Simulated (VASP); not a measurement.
# SrTiO3 (Pm-3m) in VASP: notebook

The runs below take SrTiO3 through single point, with PBE, r2SCAN.

Program: VASP 6.6.1. These are calculated values, not measurements. Logs are shortened: lines on timing, memory, paths and dates and some standing lists are left out, and cuts for length are marked.

### Step 1. The cell of the first run

The structure is cubic, space group Pm-3m (No. 221). The conventional cell has a = 3.907 Å, b = 3.907 Å, c = 3.907 Å, α = 90.00°, β = 90.00°, γ = 90.00°. Within 3.6 Å of Sr (site symmetry m-3m) lie 12 O at 2.76 Å and 8 Ti at 3.38 Å. Ti (site symmetry m-3m) has 6 O at 1.95 Å within 2.6 Å. Within 2.6 Å of O (site symmetry 4/mmm) lie 2 Ti at 1.95 Å.

### Step 2. Single point, PBE

INCAR reads:

```
SYSTEM = SrTiO3
ALGO = Normal ; EDIFF = 1E-6
ENCUT = 520 ; GGA = PE
ISIF = 2 ; ISMEAR = 0
LASPH = .TRUE. ; LCHARG = .FALSE.
LREAL = .FALSE. ; LWAVE = .FALSE.
NBANDS = 28 ; NELM = 80
PREC = Accurate ; SIGMA = 0.01
```

KPOINTS reads:

```
k-points
0
G
  6 6 6
  0 0 0
```

POSCAR reads:

```
SrTiO3
1.0
    3.9068515052      0.0000000000      0.0000000000
    0.0000000000      3.9068515052      0.0000000000
    0.0000000000      0.0000000000      3.9068515052
Sr Ti O
1 1 3
Direct
    0.0000000000      0.0000000000      0.0000000000
    0.5000000000      0.5000000000      0.5000000000
    0.5000000000      0.5000000000      0.0000000000
    0.5000000000      0.0000000000      0.5000000000
    0.0000000000      0.5000000000      0.5000000000
```

Potentials or basis: VASP PAW PBE potentials, release 64 (Sr_sv, Ti_sv, O).

Run with:

```
$ cat potpaw_PBE.64/Sr_sv/POTCAR potpaw_PBE.64/Ti_sv/POTCAR potpaw_PBE.64/O/POTCAR > POTCAR
$ mpirun -np 1 vasp_std > vasp.out
```

OUTCAR:

```text
SYSTEM = SrTiO3
   EDIFF = 1E-6
   ENCUT = 520
   GGA = PE
   ISIF = 2
   ISMEAR = 0
   LASPH = .TRUE.
   LREAL = .FALSE.
   NELM = 80
   PREC = Accurate

 ion  position               nearest neighbor table
   1  0.000  0.000  0.000-   3 2.76   4 2.76   5 2.76   4 2.76   5 2.76   3 2.76   5 2.76   5 2.76
                             3 2.76   4 2.76   4 2.76   3 2.76   2 3.38   2 3.38   2 3.38   2 3.38
   2  0.500  0.500  0.500-   3 1.95   4 1.95   5 1.95   3 1.95   4 1.95   5 1.95   1 3.38   1 3.38
                             1 3.38   1 3.38   1 3.38   1 3.38   1 3.38   1 3.38
   3  0.500  0.500  0.000-   2 1.95   2 1.95   1 2.76   1 2.76   1 2.76   1 2.76
   4  0.500  0.000  0.500-   2 1.95   2 1.95   1 2.76   1 2.76   1 2.76   1 2.76
   5  0.000  0.500  0.500-   2 1.95   2 1.95   1 2.76   1 2.76   1 2.76   1 2.76

  LATTYP: Found a simple cubic cell.
 ALAT       =     3.9068515052

  Lattice vectors:

 A1 = (   3.9068515052,   0.0000000000,   0.0000000000)
 A2 = (   0.0000000000,   3.9068515052,   0.0000000000)
 A3 = (   0.0000000000,   0.0000000000,   3.9068515052)

Analysis of symmetry for initial positions (statically):
=====================================================================
 Subroutine PRICEL returns:
 Original cell was already a primitive cell.

 Routine SETGRP: Setting up the symmetry group for a
 simple cubic supercell.

 Subroutine GETGRP returns: Found 48 space group operations
 (whereof 48 operations were pure point group operations)
 out of a pool of 48 trial point group operations.

The static configuration has the point symmetry O_h .

Analysis of symmetry for dynamics (positions and initial velocities):
=====================================================================
 Subroutine PRICEL returns:
 Original cell was already a primitive cell.

 Routine SETGRP: Setting up the symmetry group for a
 simple cubic supercell.

 Subroutine GETGRP returns: Found 48 space group operations
 (whereof 48 operations were pure point group operations)
 out of a pool of 48 trial point group operations.

The dynamic configuration has the point symmetry O_h .

 Subroutine INISYM returns: Found 48 space group operations
 (whereof 48 operations are pure point group operations),
 and found     1 'primitive' translations

----------------------------------------------------------------------------------------

                                     Primitive cell

  volume of cell :      59.6322

  direct lattice vectors                    reciprocal lattice vectors
     3.906851505  0.000000000  0.000000000     0.255960586  0.000000000  0.000000000
     0.000000000  3.906851505  0.000000000     0.000000000  0.255960586  0.000000000
     0.000000000  0.000000000  3.906851505     0.000000000  0.000000000  0.255960586

  length of vectors
     3.906851505  3.906851505  3.906851505     0.255960586  0.255960586  0.255960586

  position of ions in fractional coordinates (direct lattice)
     0.000000000  0.000000000  0.000000000
     0.500000000  0.500000000  0.500000000
     0.500000000  0.500000000  0.000000000
     0.500000000  0.000000000  0.500000000
     0.000000000  0.500000000  0.500000000

  ion indices of the primitive-cell ions
   primitive index   ion index
                 1           1
                 2           2
                 3           3
                 4           4
                 5           5

----------------------------------------------------------------------------------------

 KPOINTS: k-points

Automatic generation of k-mesh.
 Grid dimensions read from file:
 generate k-points for:    6    6    6

 Generating k-lattice:

  Cartesian coordinates                     Fractional coordinates (reciprocal lattice)
     0.042660098  0.000000000  0.000000000     0.166666667  0.000000000  0.000000000
     0.000000000  0.042660098  0.000000000     0.000000000  0.166666667  0.000000000
     0.000000000  0.000000000  0.042660098     0.000000000  0.000000000  0.166666667

  Length of vectors
     0.042660098  0.042660098  0.042660098

  Shift w.r.t. Gamma in fractional coordinates (k-lattice)
     0.000000000  0.000000000  0.000000000

 Subroutine IBZKPT returns following result:
 ===========================================

 Found     20 irreducible k-points:

 Following reciprocal coordinates:
            Coordinates               Weight
  0.000000  0.000000  0.000000      1.000000
  0.166667  0.000000  0.000000      6.000000
  0.333333  0.000000  0.000000      6.000000
  0.500000  0.000000  0.000000      3.000000
  0.166667  0.166667  0.000000     12.000000
  0.333333  0.166667  0.000000     24.000000
[... 12 lines left out ...]
  0.500000  0.500000  0.333333      6.000000
  0.500000  0.500000  0.500000      1.000000
   k-points           NKPTS =     20   k-points in BZ     NKDIM =     20   number of bands    NBANDS=     28
   number of dos      NEDOS =    301   number of ions     NIONS =      5
   total plane-waves  NPLWV =  27000
   dimension x,y,z NGX =    30 NGY =   30 NGZ =   30
   dimension x,y,z NGXF=    60 NGYF=   60 NGZF=   60
   ions per type =               1   1   3
   NGX,Y,Z   is equivalent  to a cutoff of  12.77, 12.77, 12.77 a.u.
   NGXF,Y,Z  is equivalent  to a cutoff of  25.53, 25.53, 25.53 a.u.
 SYSTEM =  SrTiO3
   PREC   = accura    normal or accurate (medium, high low for compatibility)
   ISTART =      0    job   : 0-new  1-cont  2-samecut
   ICHARG =      2    charge: 1-file 2-atom 10-const
   ISPIN  =      1    spin polarized calculation?
   LNONCOLLINEAR =      F non collinear calculations
   LSORBIT =      F    spin-orbit coupling
   LASPH  =      T    aspherical Exc in radial PAW
   ENCUT  =  520.0 eV  38.22 Ry    6.18 a.u.   7.26  7.26  7.26*2*pi/ulx,y,z
   NELM   =     80;   NELMIN=  2; NELMDL= -5     # of ELM steps
   EDIFF  = 0.1E-05   stopping-criterion for ELM
   LREAL  =      F    real-space projection
   EDIFFG = 0.1E-04   stopping-criterion for IOM
   NSW    =      0    number of steps for IOM
   IBRION =     -1    ionic relax: 0-MD 1-quasi-New 2-CG
   NFREE  =      0    steps in history (QN), initial steepest desc. (CG)
   ISIF   =      2    stress and relaxation
   ISYM   =      2    0-nonsym 1-usesym 2-fastsym
   POTIM  = 0.5000    time-step for ionic-motion
   TEBEG  =    0.0;   TEEND  =   0.0 temperature during run
   PSTRESS=    0.0 pullay stress
   NELECT =      40.0000    total number of electrons
   NUPDOWN=      -1.0000    fix difference up-down
   EMIN   =  10.00;   EMAX   =-10.00  energy-range for DOS
   EFERMI =   0.00;   METHOD = LEGACY
   ISMEAR =     0;   SIGMA  =   0.01  broadening in eV -4-tet -1-fermi 0-gaus
   EFERMI_NEDOS =   21; number of points for ismear=-14 and -15
   IALGO  =     38    algorithm
   IMIX   =      4    mixing-type and parameters
     AMIX     =   0.40;   BMIX     =  1.00
     AMIX_MAG =   1.60;   BMIX_MAG =  1.00
  volume/ion in A,a.u.               =      11.93        80.48
  Fermi-wavevector in a.u.,A,eV,Ry     =   1.433072  2.708113 27.942210  2.053695
  Thomas-Fermi vector in A             =   2.552630
   LORBIT       =      0    0 simple, 1 ext, 2 COOP (PROOUT), +10 PAW based schemes
   GGA     = PE    functional components
   LHFCALC =     F    Hartree Fock is set to
   AEXX    =    0.0000 exact exchange contribution
   IVDW    =     0    specifies the selected vdW correction
   LEPSILON=     F    determine dielectric tensor
   LRPA    =     F    only Hartree local field effects (RPA)
 non-spin polarized calculation
 Gauss-broadening in eV      SIGMA  =   0.01
  energy-cutoff  :      520.00
  volume of cell :       59.63
 maximum number of plane-waves:      1640
 NGX is ok and might be reduce to    30
   NGX = 15   NGY = 15   NGZ = 15

 number of electron      40.0000004 magnetization

 Free energy of the ion-electron system (eV)
  ---------------------------------------------------
  ext. energy  EPLUGINS =         0.00000000
  ---------------------------------------------------
  free energy    TOTEN  =       -40.07864449 eV

  energy without entropy =      -40.07864449  energy(sigma->0) =      -40.07864449

 E-fermi :   4.2287     XC(G=0): -11.2634

 val. band max:        4.1539934923   @ k =   0.5000   0.5000   0.5000
 cond. band min:       6.0064070563   @ k =   0.0000   0.0000   0.0000
 fundamental gap:      1.8524135639
 Fermi energy:         4.2286530130

 k-point     1 :       0.0000    0.0000    0.0000
  band No.  band energies     occupation
      1     -52.3177      2.00000
      2     -28.6409      2.00000
      3     -28.5630      2.00000
      4     -28.5630      2.00000
      5     -28.5630      2.00000
      6     -13.2693      2.00000
[... 20 lines left out ...]
     27       9.5546      0.00000
     28      10.3529      0.00000

 k-point     2 :       0.1667    0.0000    0.0000
  band No.  band energies     occupation
      1     -52.3174      2.00000
      2     -28.6706      2.00000
      3     -28.5623      2.00000
      4     -28.5623      2.00000
      5     -28.5451      2.00000
      6     -13.2880      2.00000
[... 20 lines left out ...]
     27      10.0246      0.00000
     28      11.0017      0.00000

 k-point     3 :       0.3333    0.0000    0.0000
  band No.  band energies     occupation
      1     -52.3166      2.00000
      2     -28.7172      2.00000
      3     -28.5608      2.00000
      4     -28.5608      2.00000
      5     -28.5218      2.00000
      6     -13.4117      2.00000
[... 20 lines left out ...]
     27      11.0020      0.00000
     28      12.2579      0.00000

 k-point     4 :       0.5000    0.0000    0.0000
  band No.  band energies     occupation
      1     -52.3162      2.00000
      2     -28.7381      2.00000
      3     -28.5601      2.00000
      4     -28.5601      2.00000
      5     -28.5124      2.00000
      6     -13.4933      2.00000
[... 454 lines left out ...]
     27      11.9860      0.00000
     28      12.2554      0.00000

 k-point    19 :       0.5000    0.5000    0.3333
  band No.  band energies     occupation
      1     -52.3136      2.00000
      2     -28.6289      2.00000
      3     -28.6289      2.00000
      4     -28.6105      2.00000
      5     -28.5849      2.00000
      6     -12.1172      2.00000
[... 20 lines left out ...]
     27      11.9801      0.00000
     28      12.5140      0.00000

 k-point    20 :       0.5000    0.5000    0.5000
  band No.  band energies     occupation
      1     -52.3132      2.00000
      2     -28.6280      2.00000
      3     -28.6280      2.00000
      4     -28.6280      2.00000
      5     -28.5804      2.00000
      6     -11.9324      2.00000
[... 20 lines left out ...]
     27      12.5141      0.00000
     28      12.5141      0.00000

------------------------ aborting loop because EDIFF is reached ----------------------------------------

  FORCE on cell =-STRESS in cart. coord.  units (eV):
  Direction    XX          YY          ZZ          XY          YZ          ZX
  --------------------------------------------------------------------------------------
  -------------------------------------------------------------------------------------
  Total        1.7554104      1.7554104      1.7554104     -0.0000000      0.0000000      0.0000000
  in kB       47.1637728     47.1637728     47.1637728     -0.0000000      0.0000000      0.0000000
  external PRESSURE =      47.1637728 kB  Pullay stress =       0.0000000 kB

 VOLUME and BASIS-vectors are now :
 -----------------------------------------------------------------------------
  energy-cutoff  :      520.00
  volume of cell :       59.63
      direct lattice vectors                 reciprocal lattice vectors
     3.906851505  0.000000000  0.000000000     0.255960586  0.000000000  0.000000000
     0.000000000  3.906851505  0.000000000     0.000000000  0.255960586  0.000000000
     0.000000000  0.000000000  3.906851505     0.000000000  0.000000000  0.255960586

 POSITION                                       TOTAL-FORCE (eV/Angst)
 -----------------------------------------------------------------------------------
      0.00000      0.00000      0.00000         0.000000      0.000000      0.000000
      1.95343      1.95343      1.95343         0.000000      0.000000      0.000000
      1.95343      1.95343      0.00000         0.000000      0.000000      0.000000
      1.95343      0.00000      1.95343         0.000000      0.000000      0.000000
      0.00000      1.95343      1.95343         0.000000      0.000000      0.000000
 -----------------------------------------------------------------------------------
    total drift:                                0.000000      0.000000     -0.000000

  FREE ENERGIE OF THE ION-ELECTRON SYSTEM (eV)
  ---------------------------------------------------
  free  energy   TOTEN  =       -40.0786444906 eV

  energy  without entropy=      -40.0786444906  energy(sigma->0) =      -40.07864449
```

Wall time 18 s (1 thread of Intel Xeon 6975P-C (Granite Rapids), shared host); peak memory 0.19 GiB.

Results:

```
Free energy            : -40.0786 eV
Pressure               : 4.7 GPa
Band gap on the k mesh : 1.85 eV, indirect (least direct gap 2.21 eV)
```

### Step 3. Single point, PBE

INCAR reads:

```
PREC     = Accurate       # precision mode
ENCUT    = 520            # plane-wave cutoff, eV
EDIFF    = 1E-6           # SCF threshold, eV
ISMEAR   = 0              # smearing method
SIGMA    = 0.01           # smearing width, eV
LREAL    = False          # projectors in reciprocal space
LASPH    = True           # aspherical terms in the spheres
NELM     = 100            # most SCF steps
ALGO     = Normal         # electronic algorithm
ISIF     = 2              # what is computed and relaxed
LWAVE    = False          # write WAVECAR
LCHARG   = True           # write CHGCAR
GGA      = PE             # functional
LELF     = True           # ELF
LVHAR    = True         
NBANDS   = 28             # bands
```

KPOINTS reads:

```
regular mesh
0
Gamma
  6 6 6
```

POSCAR is that of step 2.

Potentials or basis: VASP PAW PBE potentials, release 64 (Sr_sv, Ti_sv, O).

Run with:

```
$ cat potpaw_PBE.64/Sr_sv/POTCAR potpaw_PBE.64/Ti_sv/POTCAR potpaw_PBE.64/O/POTCAR > POTCAR
$ mpirun -np 1 vasp_std > vasp.out
```

Wall time 18 s (1 thread of Intel Xeon 6975P-C (Granite Rapids), shared host); peak memory 0.19 GiB.

It converged, with:

* Free energy: -40.0786 eV
* Pressure: 4.7 GPa
* Band gap on the k mesh: 1.85 eV, indirect (least direct gap 2.21 eV)

Levels at points of the mesh, in eV from the valence-band top:
```
           k point  band 18  band 19  band 20  band 21  band 22  band 23
(0.00, 0.00, 0.00)    -0.36    -0.36    -0.36     1.85     1.85     1.85
(0.50, 0.00, 0.00)    -1.98    -0.73    -0.73     2.02     3.77     3.77
(0.50, 0.50, 0.00)    -1.57    -1.57    -0.09     3.78     3.78     4.23
(0.50, 0.50, 0.50)     0.00     0.00     0.00     4.45     4.45     4.45
```

A k mesh can miss the band edges.

### Step 4. Single point, r2SCAN

POSCAR is that of step 3.

INCAR.step1 reads:

```
  ALGO = Normal
  EDIFF = 1E-4
  ENCUT = 520
  GGA = PE
  ISMEAR = 0
  LASPH = True
  LCHARG = False
  LREAL = False
  LWAVE = True
  NBANDS = 28
  NELM = 100
  PREC = Accurate
  SIGMA = 0.01
```

INCAR.step2 reads:

```
  ALGO = Normal
  EDIFF = 1E-6
  ENCUT = 520
  ISIF = 2
  ISMEAR = 0
  ISTART = 1
  LASPH = True
  LCHARG = False
  LMIXTAU = True
  LREAL = False
  LWAVE = False
  METAGGA = R2SCAN
  NBANDS = 28
  NELM = 100
  PREC = Accurate
  SIGMA = 0.01
```

KPOINTS reads:

```
k-points
0
Gamma
  6 6 6
```

Run with:

```
$ cat potpaw_PBE.64/Sr_sv/POTCAR potpaw_PBE.64/Ti_sv/POTCAR potpaw_PBE.64/O/POTCAR > POTCAR
$ cp INCAR.step1 INCAR
$ mpirun -np 1 vasp_std > vasp.out
$ cp INCAR.step2 INCAR
$ mpirun -np 1 vasp_std > vasp.out
```

Run time: 74 s. Hardware: 1 thread of Intel Xeon 6975P-C (Granite Rapids), shared host; peak memory 0.19 GiB.

The run converged. Its results:

| Property | Result |
| --- | --- |
| Free energy | -63.3290 eV |
| Pressure | 0.9 GPa |
| Band gap on the k mesh | 2.27 eV, indirect (least direct gap 2.66 eV) |

Levels at points of the mesh, in eV from the valence-band top:
| k point | band 17 | band 18 | band 19 | band 20 | band 21 | band 22 | band 23 | band 24 |
| --- | --- | --- | --- | --- | --- | --- | --- | --- |
| (0.00, 0.00, 0.00) | -1.21 | -0.38 | -0.38 | -0.38 | 2.27 | 2.27 | 2.27 | 4.59 |
| (0.50, 0.00, 0.00) | -2.36 | -2.00 | -0.77 | -0.77 | 2.43 | 4.17 | 4.17 | 4.60 |
| (0.50, 0.50, 0.00) | -1.79 | -1.61 | -1.61 | -0.09 | 4.18 | 4.18 | 4.66 | 5.63 |
| (0.50, 0.50, 0.50) | -3.79 | 0.00 | 0.00 | 0.00 | 4.87 | 4.87 | 4.87 | 7.63 |

Caveat: the PAW data sets were made with another functional, which shifts forces and pressure a little. r2SCAN opens gaps a little over a GGA but as a rule still falls short of measured ones.
